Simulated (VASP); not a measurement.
# WS2 (Cm) in VASP: notebook

The runs below take WS2 through single point, with PBEsol.

All numbers are computed with VASP 6.6.1; they aren't measurements. Logs are shortened: lines on timing, memory, paths and dates and some standing lists are left out, and cuts for length are marked.

## Step 1: The cell of the first run

Symmetry: Cm, No. 8, monoclinic system. The conventional cell has a = 4.649 Å, b = 3.158 Å, c = 6.355 Å, α = 90.00°, β = 104.11°, γ = 90.00°. Within 2.9 Å of W (site symmetry m) lie 6 S at 2.19 to 2.37 Å and 4 W at 2.81 Å. Within 2.9 Å of S (site symmetry m) lie 3 W at 2.19 to 2.34 Å and 4 S at 2.81 Å. S (site symmetry m) has 3 W at 2.22 to 2.37 Å and 4 S at 2.81 Å within 2.9 Å.

## Step 2: Single point, PBEsol (strain -0.1500 x Voigt [0, 1, 0, 0, 0, 0])

INCAR

```
SYSTEM = WS2
  PREC = Accurate
  ENCUT = 520
  EDIFF = 1E-6
  ISMEAR = 0
  SIGMA = 0.05
  LREAL = .False.
  LASPH = .True.
  NELM = 100
  ALGO = Normal
  ISIF = 2
  LWAVE = .False.
  LCHARG = .True.
  GGA = PS
  LELF = .True.
  LVHAR = .True.
  NBANDS = 20
```

KPOINTS

```
Automatic mesh
0
Gamma
  12 12 12
  0 0 0
```

POSCAR

```
WS2
1.0
    1.5790003843      0.7748908524      6.1633300000
   -1.5790003843      0.7748908524      6.1633300000
    0.0000000000     -1.5497817048      6.1633300000
W S
1 2
Direct
    0.0000000000      0.0000000000      0.0000000000
    0.7503000000      0.7503000000      0.7503000000
    0.5810000000      0.5810000000      0.5810000000
```

Potentials or basis: VASP PAW PBE potentials, release 64 (W_sv, S).

The run is started by

```sh
$ cat potpaw_PBE.64/W_sv/POTCAR potpaw_PBE.64/S/POTCAR > POTCAR
$ mpirun -np 1 vasp_std > vasp.out
```

OUTCAR:

```text
SYSTEM = WS2
   PREC = Accurate
   ENCUT = 520
   EDIFF = 1E-6
   ISMEAR = 0
   LREAL = .False.
   LASPH = .True.
   NELM = 100
   ISIF = 2
   GGA = PS

 ion  position               nearest neighbor table
   1  0.000  0.000  0.000-   2 2.19   3 2.22   2 2.34   2 2.34   3 2.37   3 2.37
   2  0.750  0.750  0.750-   1 2.19   1 2.34   1 2.34
   3  0.581  0.581  0.581-   1 2.22   1 2.37   1 2.37

  LATTYP: Found a base centered monoclinic cell.
 ALAT       =     4.6493451144
 B/A-ratio  =     0.6792356108
 C/A-ratio  =     1.3669003750
 COS(beta)  =    -0.2438607374

  Lattice vectors:

 A1 = (   1.5790003843,   2.3246725572,   0.0000000000)
 A2 = (  -1.5790003843,   2.3246725572,   0.0000000000)
 A3 = (   0.0000000000,  -1.5497817048,   6.1633300000)

Analysis of symmetry for initial positions (statically):
=====================================================================
 Subroutine PRICEL returns:
 Original cell was already a primitive cell.

 Routine SETGRP: Setting up the symmetry group for a
 base centered monoclinic supercell.

 Subroutine GETGRP returns: Found  2 space group operations
 (whereof  2 operations were pure point group operations)
 out of a pool of  4 trial point group operations.

The static configuration has the point symmetry C_1h.

Analysis of symmetry for dynamics (positions and initial velocities):
=====================================================================
 Subroutine PRICEL returns:
 Original cell was already a primitive cell.

 Routine SETGRP: Setting up the symmetry group for a
 base centered monoclinic supercell.

 Subroutine GETGRP returns: Found  2 space group operations
 (whereof  2 operations were pure point group operations)
 out of a pool of  4 trial point group operations.

The dynamic configuration has the point symmetry C_1h.

 Subroutine INISYM returns: Found  2 space group operations
 (whereof  2 operations are pure point group operations),
 and found     1 'primitive' translations

----------------------------------------------------------------------------------------

                                     Primitive cell

  volume of cell :      45.2470

  direct lattice vectors                    reciprocal lattice vectors
     1.579000384  0.774890852  6.163330000     0.316656034  0.215084055  0.054083318
    -1.579000384  0.774890852  6.163330000    -0.316656034  0.215084055  0.054083318
     0.000000000 -1.549781705  6.163330000     0.000000000 -0.430168110  0.054083318

  length of vectors
     6.409394257  6.409394257  6.355191580     0.386596948  0.386596948  0.433554619

  position of ions in fractional coordinates (direct lattice)
     0.000000000  0.000000000  0.000000000
     0.750300000  0.750300000  0.750300000
     0.581000000  0.581000000  0.581000000

  ion indices of the primitive-cell ions
   primitive index   ion index
                 1           1
                 2           2
                 3           3

----------------------------------------------------------------------------------------

 KPOINTS: Automatic mesh

Automatic generation of k-mesh.
 Grid dimensions read from file:
 generate k-points for:   12   12   12

 Generating k-lattice:

  Cartesian coordinates                     Fractional coordinates (reciprocal lattice)
     0.026388003  0.017923671  0.004506943     0.083333333  0.000000000  0.000000000
    -0.026388003  0.017923671  0.004506943     0.000000000  0.083333333  0.000000000
     0.000000000 -0.035847342  0.004506943     0.000000000  0.000000000  0.083333333

  Length of vectors
     0.032216412  0.032216412  0.036129552

  Shift w.r.t. Gamma in fractional coordinates (k-lattice)
     0.000000000  0.000000000  0.000000000

 Subroutine IBZKPT returns following result:
 ===========================================

 Found    476 irreducible k-points:

 Following reciprocal coordinates:
            Coordinates               Weight
  0.000000  0.000000  0.000000      1.000000
  0.083333 -0.000000  0.000000      4.000000
  0.166667 -0.000000  0.000000      4.000000
  0.250000  0.000000  0.000000      4.000000
  0.333333 -0.000000  0.000000      4.000000
  0.416667  0.000000  0.000000      4.000000
[... 16 lines left out ...]
  0.500000  0.166667  0.000000      4.000000
 -0.416667  0.166667  0.000000      4.000000
 [... further k-points ...]
   k-points           NKPTS =    476   k-points in BZ     NKDIM =    476   number of bands    NBANDS=     20
   number of dos      NEDOS =    301   number of ions     NIONS =      3
   total plane-waves  NPLWV = 110592
   dimension x,y,z NGX =    48 NGY =   48 NGZ =   48
   dimension x,y,z NGXF=    96 NGYF=   96 NGZF=   96
   ions per type =               1   2
   NGX,Y,Z   is equivalent  to a cutoff of  12.45, 12.45, 12.56 a.u.
   NGXF,Y,Z  is equivalent  to a cutoff of  24.90, 24.90, 25.11 a.u.
 SYSTEM =  WS2
   PREC   = accura    normal or accurate (medium, high low for compatibility)
   ISTART =      0    job   : 0-new  1-cont  2-samecut
   ICHARG =      2    charge: 1-file 2-atom 10-const
   ISPIN  =      1    spin polarized calculation?
   LNONCOLLINEAR =      F non collinear calculations
   LSORBIT =      F    spin-orbit coupling
   LASPH  =      T    aspherical Exc in radial PAW
   ENCUT  =  520.0 eV  38.22 Ry    6.18 a.u.  11.92 11.92 11.82*2*pi/ulx,y,z
   NELM   =    100;   NELMIN=  2; NELMDL= -5     # of ELM steps
   EDIFF  = 0.1E-05   stopping-criterion for ELM
   LREAL  =      F    real-space projection
[... 7 lines left out ...]
   TEBEG  =    0.0;   TEEND  =   0.0 temperature during run
   PSTRESS=    0.0 pullay stress
   NELECT =      26.0000    total number of electrons
   NUPDOWN=      -1.0000    fix difference up-down
   EMIN   =  10.00;   EMAX   =-10.00  energy-range for DOS
   EFERMI =   0.00;   METHOD = LEGACY
   ISMEAR =     0;   SIGMA  =   0.05  broadening in eV -4-tet -1-fermi 0-gaus
   EFERMI_NEDOS =   21; number of points for ismear=-14 and -15
   IALGO  =     38    algorithm
   IMIX   =      4    mixing-type and parameters
     AMIX     =   0.40;   BMIX     =  1.00
     AMIX_MAG =   1.60;   BMIX_MAG =  1.00
  volume/ion in A,a.u.               =      15.08       101.78
  Fermi-wavevector in a.u.,A,eV,Ry     =   1.361036  2.571984 25.203674  1.852418
  Thomas-Fermi vector in A             =   2.487646
   LORBIT       =      0    0 simple, 1 ext, 2 COOP (PROOUT), +10 PAW based schemes
   GGA     = PS    functional components
   LHFCALC =     F    Hartree Fock is set to
   AEXX    =    0.0000 exact exchange contribution
   IVDW    =     0    specifies the selected vdW correction
   LEPSILON=     F    determine dielectric tensor
   LRPA    =     F    only Hartree local field effects (RPA)
 non-spin polarized calculation
 Gauss-broadening in eV      SIGMA  =   0.05
  energy-cutoff  :      520.00
  volume of cell :       45.25
 maximum number of plane-waves:      1232
   NGX = 23   NGY = 23   NGZ = 23

 number of electron      26.0000001 magnetization

 Free energy of the ion-electron system (eV)
  ---------------------------------------------------
  ext. energy  EPLUGINS =         0.00000000
  ---------------------------------------------------
  free energy    TOTEN  =       -23.74150460 eV

  energy without entropy =      -23.74150460  energy(sigma->0) =      -23.74150460

 E-fermi :   9.2118     XC(G=0): -11.9030

 val. band max:        8.9548129925   @ k =  -0.3333   0.3333   0.0000
 cond. band min:      10.1738689063   @ k =  -0.1667   0.1667   0.0000
 fundamental gap:      1.2190559138
 Fermi energy:         9.2118414079

 k-point     1 :       0.0000    0.0000    0.0000
  band No.  band energies     occupation
      1     -64.6143      2.00000
      2     -29.2404      2.00000
      3     -28.7148      2.00000
      4     -28.4782      2.00000
      5      -7.4140      2.00000
      6      -5.1468      2.00000
[... 12 lines left out ...]
     19      18.1280      0.00000
     20      18.5956      0.00000

 k-point     2 :       0.0833   -0.0000    0.0000
  band No.  band energies     occupation
      1     -64.6104      2.00000
      2     -29.2298      2.00000
      3     -28.7516      2.00000
      4     -28.5096      2.00000
      5      -7.2616      2.00000
      6      -5.1013      2.00000
[... 12 lines left out ...]
     19      18.2059      0.00000
     20      18.9393      0.00000

 k-point     3 :       0.1667   -0.0000    0.0000
  band No.  band energies     occupation
      1     -64.6000      2.00000
      2     -29.2008      2.00000
      3     -28.8808      2.00000
      4     -28.5638      2.00000
      5      -6.8254      2.00000
      6      -4.9720      2.00000
[... 12 lines left out ...]
     19      18.4125      0.00000
     20      18.9399      0.00000

 k-point     4 :       0.2500    0.0000    0.0000
  band No.  band energies     occupation
      1     -64.5857      2.00000
      2     -29.1610      2.00000
      3     -29.0861      2.00000
      4     -28.6020      2.00000
      5      -6.1646      2.00000
      6      -4.7823      2.00000
[... 12 lines left out ...]
     19      18.1657      0.00000
     20      18.8528      0.00000

 k-point     5 :       0.3333   -0.0000    0.0000
  band No.  band energies     occupation
      1     -64.5713      2.00000
      2     -29.2975      2.00000
      3     -29.1204      2.00000
      4     -28.6273      2.00000
      5      -5.3811      2.00000
      6      -4.5734      2.00000
[... 12 lines left out ...]
     19      17.3581      0.00000
     20      18.1071      0.00000
[... 353 lines left out ...]
      6      -4.5198      2.00000
[... 12 lines left out ...]
     19      17.9267      0.00000
     20      18.7606      0.00000

 k-point    22 :       0.4167    0.1667    0.0000
  band No.  band energies     occupation
      1     -64.5535      2.00000
      2     -29.3702      2.00000
      3     -29.0789      2.00000
      4     -28.8003      2.00000
      5      -4.7439      2.00000
      6      -4.2968      2.00000
[... 12 lines left out ...]
     19      17.6480      0.00000
     20      18.6042      0.00000

 k-point    23 :       0.5000    0.1667    0.0000
  band No.  band energies     occupation
      1     -64.5477      2.00000
      2     -29.4504      2.00000
      3     -29.0604      2.00000
      4     -28.8273      2.00000
      5      -4.2317      2.00000
      6      -4.0668      2.00000
[... 12 lines left out ...]
     19      17.8802      0.00000
     20      18.7269      0.00000

 k-point    24 :      -0.4167    0.1667    0.0000
  band No.  band energies     occupation
      1     -64.5490      2.00000
      2     -29.4296      2.00000
      3     -29.0609      2.00000
      4     -28.8492      2.00000
      5      -4.1699      2.00000
      6      -4.0088      2.00000
[... 12 lines left out ...]
     19      18.3417      0.00000
     20      18.8975      0.00000

 [... further k-points ...]
[... 5 lines left out ...]
  --------------------------------------------------------------------------------------
  -------------------------------------------------------------------------------------
  Total        6.2194668     20.5389054      7.7350104      0.0000000     -0.4658898      0.0000000
  in kB      220.2288938    727.2746254    273.8937005      0.0000000    -16.4969745      0.0000000
  external PRESSURE =     407.1324066 kB  Pullay stress =       0.0000000 kB

 VOLUME and BASIS-vectors are now :
 -----------------------------------------------------------------------------
  energy-cutoff  :      520.00
  volume of cell :       45.25
      direct lattice vectors                 reciprocal lattice vectors
     1.579000384  0.774890852  6.163330000     0.316656034  0.215084055  0.054083318
    -1.579000384  0.774890852  6.163330000    -0.316656034  0.215084055  0.054083318
     0.000000000 -1.549781705  6.163330000     0.000000000 -0.430168110  0.054083318

 POSITION                                       TOTAL-FORCE (eV/Angst)
 -----------------------------------------------------------------------------------
      0.00000      0.00000      0.00000         0.000000      2.656162     -0.870396
      0.00000      0.00000     13.87304         0.000000     -1.416875      2.740858
      0.00000      0.00000     10.74268         0.000000     -1.239287     -1.870462
 -----------------------------------------------------------------------------------
    total drift:                                0.000000      0.000213      0.000040

  FREE ENERGIE OF THE ION-ELECTRON SYSTEM (eV)
  ---------------------------------------------------
  free  energy   TOTEN  =       -23.7415045985 eV

  energy  without entropy=      -23.7415045985  energy(sigma->0) =      -23.74150460
```

Run time: 31 min. Hardware: 1 thread of Oxide Virtual Turin-like, shared host; peak memory 0.58 GiB.

What came out:

- Free energy: -23.7415 eV
- Pressure: 40.7 GPa
- Largest force: 3.085 eV/Å
- Band gap on the k mesh: 1.22 eV (least direct gap 1.51 eV)

Forces on the atoms (eV/Å):
```
W    0.000  2.656 -0.870
S    0.000 -1.417  2.741
S    0.000 -1.239 -1.870
```

Stress tensor (GPa, compression positive):
```
22.02  0.00  0.00
 0.00 72.73 -1.65
 0.00 -1.65 27.39
```

Levels at points of the mesh, in eV from the valence-band top:
| k point | band 11 | band 12 | band 13 | band 14 | band 15 | band 16 |
| --- | --- | --- | --- | --- | --- | --- |
| (0.00, 0.00, 0.00) | -1.60 | -1.18 | -0.80 | 2.64 | 3.09 | 4.33 |
| (0.50, 0.00, 0.00) | -2.23 | -1.83 | -0.03 | 3.15 | 3.36 | 4.41 |
| (0.50, 0.50, 0.00) | -2.86 | -2.46 | -0.65 | 2.98 | 3.96 | 4.84 |
| (0.00, 0.00, 0.50) | -2.38 | -2.23 | -0.71 | 2.91 | 3.92 | 4.20 |
| (0.50, 0.00, 0.50) | -2.49 | -1.37 | -0.17 | 3.09 | 3.72 | 4.28 |
| (0.50, 0.50, 0.50) | -1.57 | -0.93 | -0.02 | 2.75 | 2.93 | 4.42 |

Caveat: the cell differs from its parent crystal (strain -0.1500 x Voigt [0, 1, 0, 0, 0, 0]); the stress differs along the axes, from 22 to 73 GPa; the PAW data sets were made with another functional, which shifts forces and pressure a little; spin-orbit coupling is left out, which moves the levels of the heavy elements.

(Part 1 of 2 ends here.)
